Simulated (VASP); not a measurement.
# Be3CdS2 (Cmmm) in VASP: relaxation of cell and atoms with PBE

Aim: the relaxation of cell and atoms of Be3CdS2 with PBE.

Program: VASP 6.6.1. These are calculated values, not measurements. Logs are shortened: lines on timing, memory, paths and dates and some standing lists are left out, and cuts for length are marked.

## 1. The cell of the first run

The structure is orthorhombic, space group Cmmm (No. 65). Conventional cell: a = 5.329 Å, b = 10.699 Å, c = 3.279 Å, α = 90.00°, β = 90.00°, γ = 90.00°. Within 2.8 Å of Be (site symmetry m2m) lie 3 S at 2.00 to 2.70 Å and 2 Cd at 2.51 Å. Within 2.9 Å of Be (site symmetry mmm) lie 4 S at 2.19 Å and 2 Cd at 2.66 Å. Within 3.3 Å of Cd (site symmetry mmm) lie 6 Be at 2.51 to 2.66 Å and 2 Cd at 3.28 Å. S (site symmetry m2m) has 5 Be at 2.00 to 2.70 Å and 1 S at 2.89 Å within 2.9 Å.

The cell was generated, and may not be a known phase.

## 2. Relaxation of cell and atoms, PBE

Contents of INCAR:

```
SYSTEM = Be3CdS2
  PREC = Accurate
  ENCUT = 600
  EDIFF = 1E-7
  ISMEAR = 0
  SIGMA = 0.1
  LREAL = .False.
  LASPH = .True.
  NELM = 120
  ALGO = Normal
  ISIF = 3
  LWAVE = .False.
  LCHARG = .False.
  GGA = PE
  IBRION = 2
  NSW = 100
  EDIFFG = -0.01
  GGA_COMPAT = .False.
  NELMIN = 4
```

Contents of KPOINTS:

```
Automatic mesh
0
Gamma
  8 8 12
  0 0 0
```

Contents of POSCAR:

```
Be3CdS2
1.0
    2.6645564661     -5.3494477350      0.0000000000
    2.6645564661      5.3494477350      0.0000000000
    0.0000000000      0.0000000000      3.2789934054
Be Cd S
3 1 2
Direct
    0.1779356750      0.8220643250      0.5000000000
    0.8220643250      0.1779356750      0.5000000000
    0.5000000000      0.5000000000      0.0000000000
    0.0000000000      0.0000000000      0.0000000000
    0.6352854231      0.3647145769      0.5000000000
    0.3647145769      0.6352854231      0.5000000000
```

Potentials or basis: VASP PAW PBE potentials, release 64 (Be, Cd, S).

The run is started by

```console
cat potpaw_PBE.64/Be/POTCAR potpaw_PBE.64/Cd/POTCAR potpaw_PBE.64/S/POTCAR > POTCAR
mpirun -np 1 vasp_std > vasp.out
```

OUTCAR:

```text
SYSTEM = Be3CdS2
   PREC = Accurate
   ENCUT = 600
   EDIFF = 1E-7
   ISMEAR = 0
   LREAL = .False.
   LASPH = .True.
   NELM = 120
   ISIF = 3
   GGA = PE
   IBRION = 2
   NSW = 100
   EDIFFG = -0.01
   NELMIN = 4

 ion  position               nearest neighbor table
   1  0.178  0.822  0.500-   6 2.00   4 2.51   4 2.51
   2  0.822  0.178  0.500-   5 2.00   4 2.51   4 2.51
   3  0.500  0.500  0.000-   5 2.19   6 2.19   5 2.19   6 2.19   4 2.66   4 2.66
   4  0.000  0.000  0.000-   1 2.51   2 2.51   1 2.51   2 2.51   3 2.66   3 2.66
   5  0.635  0.365  0.500-   2 2.00   3 2.19   3 2.19
   6  0.365  0.635  0.500-   1 2.00   3 2.19   3 2.19

  LATTYP: Found a base centered orthorhombic cell.
 ALAT       =     5.3291129322
 B/A-ratio  =     2.0076315901
 C/A-ratio  =     0.6152981645

  Lattice vectors:

 A1 = (   2.6645564661,  -5.3494477350,   0.0000000000)
 A2 = (   2.6645564661,   5.3494477350,   0.0000000000)
 A3 = (   0.0000000000,   0.0000000000,   3.2789934054)

Analysis of symmetry for initial positions (statically):
=====================================================================
 Subroutine PRICEL returns:
 Original cell was already a primitive cell.

 Routine SETGRP: Setting up the symmetry group for a
 base centered orthorhombic supercell.

 Subroutine GETGRP returns: Found  8 space group operations
 (whereof  8 operations were pure point group operations)
 out of a pool of  8 trial point group operations.

The static configuration has the point symmetry D_2h.

Analysis of symmetry for dynamics (positions and initial velocities):
=====================================================================
 Subroutine PRICEL returns:
 Original cell was already a primitive cell.

 Routine SETGRP: Setting up the symmetry group for a
 base centered orthorhombic supercell.

 Subroutine GETGRP returns: Found  8 space group operations
 (whereof  8 operations were pure point group operations)
 out of a pool of  8 trial point group operations.

The dynamic configuration has the point symmetry D_2h.

 Subroutine INISYM returns: Found  8 space group operations
 (whereof  8 operations are pure point group operations),
 and found     1 'primitive' translations

----------------------------------------------------------------------------------------

                                     Primitive cell

  volume of cell :      93.4769

  direct lattice vectors                    reciprocal lattice vectors
     2.664556466 -5.349447735  0.000000000     0.187648491 -0.093467592  0.000000000
     2.664556466  5.349447735  0.000000000     0.187648491  0.093467592  0.000000000
     0.000000000  0.000000000  3.278993405     0.000000000  0.000000000  0.304971641

  length of vectors
     5.976324308  5.976324308  3.278993405     0.209638133  0.209638133  0.304971641

  position of ions in fractional coordinates (direct lattice)
     0.177935675  0.822064325  0.500000000
     0.822064325  0.177935675  0.500000000
     0.500000000  0.500000000  0.000000000
     0.000000000  0.000000000  0.000000000
     0.635285423  0.364714577  0.500000000
     0.364714577  0.635285423  0.500000000

  ion indices of the primitive-cell ions
   primitive index   ion index
                 1           1
                 2           2
                 3           3
                 4           4
                 5           5
                 6           6

----------------------------------------------------------------------------------------

 KPOINTS: Automatic mesh

Automatic generation of k-mesh.
 Grid dimensions read from file:
 generate k-points for:    8    8   12

 Generating k-lattice:

  Cartesian coordinates                     Fractional coordinates (reciprocal lattice)
     0.023456061 -0.011683449  0.000000000     0.125000000  0.000000000  0.000000000
     0.023456061  0.011683449  0.000000000     0.000000000  0.125000000  0.000000000
     0.000000000  0.000000000  0.025414303     0.000000000  0.000000000  0.083333333

  Length of vectors
     0.026204767  0.026204767  0.025414303

  Shift w.r.t. Gamma in fractional coordinates (k-lattice)
     0.000000000  0.000000000  0.000000000

 Subroutine IBZKPT returns following result:
 ===========================================

 Found    147 irreducible k-points:

 Following reciprocal coordinates:
            Coordinates               Weight
  0.000000  0.000000  0.000000      1.000000
  0.125000 -0.000000  0.000000      4.000000
  0.250000 -0.000000  0.000000      4.000000
  0.375000 -0.000000  0.000000      4.000000
  0.500000 -0.000000  0.000000      2.000000
  0.125000  0.125000  0.000000      2.000000
[... 16 lines left out ...]
  0.125000 -0.000000  0.083333      8.000000
  0.250000 -0.000000  0.083333      8.000000
 [... further k-points ...]
   k-points           NKPTS =    147   k-points in BZ     NKDIM =    147   number of bands    NBANDS=     19
   number of dos      NEDOS =    301   number of ions     NIONS =      6
   total plane-waves  NPLWV =  64512
   dimension x,y,z NGX =    48 NGY =   48 NGZ =   28
   dimension x,y,z NGXF=    96 NGYF=   96 NGZF=   56
   ions per type =               3   1   2
   NGX,Y,Z   is equivalent  to a cutoff of  13.35, 13.35, 14.20 a.u.
   NGXF,Y,Z  is equivalent  to a cutoff of  26.70, 26.70, 28.39 a.u.
 SYSTEM =  Be3CdS2
   PREC   = accura    normal or accurate (medium, high low for compatibility)
   ISTART =      0    job   : 0-new  1-cont  2-samecut
   ICHARG =      2    charge: 1-file 2-atom 10-const
   ISPIN  =      1    spin polarized calculation?
   LNONCOLLINEAR =      F non collinear calculations
   LSORBIT =      F    spin-orbit coupling
   LASPH  =      T    aspherical Exc in radial PAW
   ENCUT  =  600.0 eV  44.10 Ry    6.64 a.u.  11.94 11.94  6.55*2*pi/ulx,y,z
   NELM   =    120;   NELMIN=  4; NELMDL= -5     # of ELM steps
   EDIFF  = 0.1E-06   stopping-criterion for ELM
   LREAL  =      F    real-space projection
   EDIFFG = -.1E-01   stopping-criterion for IOM
   NSW    =    100    number of steps for IOM
   IBRION =      2    ionic relax: 0-MD 1-quasi-New 2-CG
   NFREE  =      1    steps in history (QN), initial steepest desc. (CG)
   ISIF   =      3    stress and relaxation
   ISYM   =      2    0-nonsym 1-usesym 2-fastsym
   POTIM  = 0.5000    time-step for ionic-motion
   TEBEG  =    0.0;   TEEND  =   0.0 temperature during run
   PSTRESS=    0.0 pullay stress
   NELECT =      30.0000    total number of electrons
   NUPDOWN=      -1.0000    fix difference up-down
   EMIN   =  10.00;   EMAX   =-10.00  energy-range for DOS
   EFERMI =   0.00;   METHOD = LEGACY
   ISMEAR =     0;   SIGMA  =   0.10  broadening in eV -4-tet -1-fermi 0-gaus
   EFERMI_NEDOS =   21; number of points for ismear=-14 and -15
   IALGO  =     38    algorithm
   IMIX   =      4    mixing-type and parameters
     AMIX     =   0.40;   BMIX     =  1.00
     AMIX_MAG =   1.60;   BMIX_MAG =  1.00
  volume/ion in A,a.u.               =      15.58       105.14
  Fermi-wavevector in a.u.,A,eV,Ry     =   1.120849  2.118097 17.093033  1.256302
  Thomas-Fermi vector in A             =   2.257498
   LORBIT       =      0    0 simple, 1 ext, 2 COOP (PROOUT), +10 PAW based schemes
   GGA     = PE    functional components
   LHFCALC =     F    Hartree Fock is set to
   AEXX    =    0.0000 exact exchange contribution
   IVDW    =     0    specifies the selected vdW correction
   LEPSILON=     F    determine dielectric tensor
   LRPA    =     F    only Hartree local field effects (RPA)
 conjugate gradient relaxation of ions
 non-spin polarized calculation
 Gauss-broadening in eV      SIGMA  =   0.10
  energy-cutoff  :      600.00
  volume of cell :       93.48
 maximum number of plane-waves:      3147
   NGX = 23   NGY = 23   NGZ = 13

--------------------------------------- Ionic step        1  -------------------------------------------

 number of electron      30.0000005 magnetization

 Free energy of the ion-electron system (eV)
  ---------------------------------------------------
  ext. energy  EPLUGINS =         0.00000000
  ---------------------------------------------------
  free energy    TOTEN  =       -19.95915164 eV

  energy without entropy =      -19.94932966  energy(sigma->0) =      -19.95424065

------------------------ aborting loop because EDIFF is reached ----------------------------------------

  FORCE on cell =-STRESS in cart. coord.  units (eV):
  Direction    XX          YY          ZZ          XY          YZ          ZX
  --------------------------------------------------------------------------------------
  -------------------------------------------------------------------------------------
  Total        0.4637089      0.3094737     -0.6086739      0.0000000      0.0000000      0.0000000
  in kB        7.9478859      5.3043227    -10.4325584      0.0000000      0.0000000      0.0000000
  external PRESSURE =       0.9398834 kB  Pullay stress =       0.0000000 kB
[... 65 lines left out ...]
  energy  without entropy=      -19.9539473476  energy(sigma->0) =      -19.95887934

--------------------------------------- Ionic step        3  -------------------------------------------

 number of electron      30.0000003 magnetization

 E-fermi :   4.4742     XC(G=0):  -9.9081

 val. band max:        4.4711062538   @ k =  -0.3750   0.1250   0.3333
 cond. band min:       4.4792091772   @ k =   0.2500   0.1250   0.2500
 fundamental gap:      0.0081029233
 Fermi energy:         4.4741809748

 k-point     1 :       0.0000    0.0000    0.0000
  band No.  band energies     occupation
      1     -10.1851      2.00000
      2      -8.7272      2.00000
      3      -4.8052      2.00000
      4      -4.5120      2.00000
      5      -4.3762      2.00000
      6      -4.2313      2.00000
[... 11 lines left out ...]
     18       8.9416      0.00000
     19       9.2167      0.00000
[... 539 lines left out ...]
  FREE ENERGIE OF THE ION-ELECTRON SYSTEM (eV)
  ---------------------------------------------------
  free  energy   TOTEN  =       -19.9664243126 eV

  energy  without entropy=      -19.9564385635  energy(sigma->0) =      -19.96143144

[... ionic steps 4 to 11 ...]

--------------------------------------- Ionic step       12  -------------------------------------------

 number of electron      29.9999997 magnetization

------------------------ aborting loop because EDIFF is reached ----------------------------------------

  FORCE on cell =-STRESS in cart. coord.  units (eV):
  Direction    XX          YY          ZZ          XY          YZ          ZX
  --------------------------------------------------------------------------------------
  -------------------------------------------------------------------------------------
  Total        0.0193555      0.0097381     -0.0195704      0.0000000      0.0000000      0.0000000
  in kB        0.3223731      0.1621911     -0.3259520      0.0000000      0.0000000      0.0000000
  external PRESSURE =       0.0528708 kB  Pullay stress =       0.0000000 kB
[... 65 lines left out ...]
  energy  without entropy=      -19.9647911362  energy(sigma->0) =      -19.96992289

--------------------------------------- Ionic step       14  -------------------------------------------

 number of electron      29.9999996 magnetization

 Free energy of the ion-electron system (eV)
  ---------------------------------------------------
  ext. energy  EPLUGINS =         0.00000000
  ---------------------------------------------------
  free energy    TOTEN  =       -19.97505508 eV

  energy without entropy =      -19.96478958  energy(sigma->0) =      -19.96992233

 E-fermi :   4.1803     XC(G=0):  -9.7828

 val. band max:        4.1765642479   @ k =   0.3750   0.3750   0.1667
 cond. band min:       4.1803535265   @ k =   0.2500   0.1250   0.2500
 fundamental gap:      0.0037892787
 Fermi energy:         4.1803280324

 k-point     1 :       0.0000    0.0000    0.0000
  band No.  band energies     occupation
      1     -10.3349      2.00000
      2      -8.9260      2.00000
      3      -4.9914      2.00000
      4      -4.6902      2.00000
      5      -4.5536      2.00000
      6      -4.4149      2.00000
[... 11 lines left out ...]
     18       8.8437      0.00000
     19       8.9921      0.00000
[... 539 lines left out ...]
  FREE ENERGIE OF THE ION-ELECTRON SYSTEM (eV)
  ---------------------------------------------------
  free  energy   TOTEN  =       -19.9750550755 eV

  energy  without entropy=      -19.9647895825  energy(sigma->0) =      -19.96992233

 reached required accuracy - stopping structural energy minimisation
```

Run time: 60 min. Hardware: 1 thread of Oxide Virtual Turin-like, shared host; peak memory 0.48 GiB.

Results:

```
Free energy                           : -19.9751 eV
Relaxed volume                        : 16.03 Å³/atom
Relaxed cell                          : a = 6.054 Å, b = 6.054 Å, c = 3.216 Å, α = 90.00°, β = 90.00°, γ = 125.30°
Space group after relaxing (to 0.1 Å) : Cmmm (No. 65)
Energy gained by relaxing             : 2.7 meV/atom
Ionic steps                           : 14
Pressure after relaxing               : 0.0 GPa
Largest force after relaxing          : 0.010 eV/Å
Band gap on the k mesh                : zero (bands 15 and 16 overlap by 1.06 eV)
```

Forces in eV/Å, atoms in the order of the input:
```
Be   0.000  0.010  0.000
Be   0.000 -0.010  0.000
Be   0.000  0.000  0.000
Cd   0.000  0.000  0.000
S    0.000 -0.002  0.000
S    0.000  0.002  0.000
```

The path:
| step | energy change (eV) | largest force (eV/Å) | pressure (GPa) | volume (Å³) |
| --- | --- | --- | --- | --- |
| 1 | 0.0000 | 0.0584 | 0.09 | 93.48 |
| 2 | -0.0047 | 0.0423 | 0.07 | 93.60 |
| 3 | -0.0073 | 0.0761 | 0.05 | 93.77 |
| 4 | -0.0106 | 0.0615 | 0.35 | 93.93 |
| 5 | -0.0118 | 0.0596 | 0.66 | 94.09 |
| 6 | -0.0140 | 0.0184 | 0.39 | 94.73 |
| 7 | -0.0149 | 0.1026 | -0.33 | 96.68 |
| 8 | -0.0155 | 0.0565 | -0.07 | 95.92 |
| 9 | -0.0158 | 0.0158 | -0.06 | 96.15 |
| 10 | -0.0158 | 0.0143 | -0.05 | 96.22 |
| 11 | -0.0158 | 0.0159 | -0.05 | 96.23 |
| 12 | -0.0159 | 0.0120 | 0.01 | 96.20 |
| 13 | -0.0159 | 0.0102 | 0.03 | 96.18 |
| 14 | -0.0159 | 0.0098 | 0.04 | 96.18 |

Final structure:
```
Be Cd S
1.0
     2.78133   -5.37690    0.00000
     2.78133    5.37690    0.00000
     0.00000    0.00000    3.21552
Be Cd S
3 1 2
Direct
  0.18031 0.81969 0.50000
  0.81969 0.18031 0.50000
  0.50000 0.50000 0.00000
  0.00000 0.00000 0.00000
  0.63493 0.36507 0.50000
  0.36507 0.63493 0.50000
```
